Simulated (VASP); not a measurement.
A run of VASP 6.6.1:

Contents of INCAR:

```
SYSTEM = MgF2
ALGO = Normal
EDIFF = 1E-6
ENCUT = 600
GGA = PE
GGA_COMPAT = .False.
ISIF = 2
ISMEAR = 0
LASPH = .True.
LCHARG = .False.
LREAL = .False.
LWAVE = .False.
NBANDS = 25
NELM = 120
PREC = Accurate
SIGMA = 0.02
```

Contents of KPOINTS:

```
k-points
0
Gamma
  4 4 6
  0 0 0
```

POSCAR

```
MgF2
1.0
    4.6250000000      0.0000000000      0.0000000000
    0.0000000000      4.6250000000      0.0000000000
    0.0000000000      0.0000000000      3.0520000000
Mg F
2 4
Direct
    0.0000000000      0.0000000000      0.0000000000
    0.5000000000      0.5000000000      0.5000000000
    0.3030000000      0.3030000000      0.0000000000
    0.1970000000      0.8030000000      0.5000000000
    0.6970000000      0.6970000000      0.0000000000
    0.8030000000      0.1970000000      0.5000000000
```

Potentials or basis: VASP PAW PBE potentials, release 64 (Mg, F).

Run with:

```bash
$ cat potpaw_PBE.64/Mg/POTCAR potpaw_PBE.64/F/POTCAR > POTCAR
$ mpirun -np 1 vasp_std > vasp.out
```

Hardware: 1 thread of AMD EPYC 7R13 (shared host).

Problem. Estimate the wall time of this run.

Solution. It took 65 s on 1 thread of AMD EPYC 7R13, with other jobs on the host, peak memory 0.17 GiB. Counts: scf iterations 11, k points 24.
